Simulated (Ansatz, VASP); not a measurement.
# One calculation of Yb, two programs

```
Yb
1.0
    -0.21547    2.61179    2.68361
     2.39632    0.00000    2.46814
     2.61179    2.61179   -0.21547
Yb
1
Direct
  0.00000 0.00000 0.00000
```

Change from the starting cell: engineering shear strain xz -0.1650, normal strain along z +0.0275.

Alike in both runs: task single point; functional PBE; k mesh 14 × 14 × 14; occupations gaussian, width 0.15 eV; no spin polarisation.

```csv
,VASP,Ansatz
version,VASP 6.6.1,Ansatz 0.2.0
potentials or method,"VASP PAW PBE potentials, release 64 (Yb), cutoff 520 eV","scalar-relativistic, plane waves, PAW"
valence electrons in the cell,24,24
```

```csv
,VASP,Ansatz,Ansatz less VASP
gap on the k mesh at the Fermi level (eV),none,none,-
pressure (GPa),0.0,0.0,+0.01
"traceless stress, the component that is largest in VASP (GPa)",3.46,3.50,+0.037
```

A gap of «none» marks a metal or a gap that the smearing closes.

Spin-orbit coupling is off throughout.
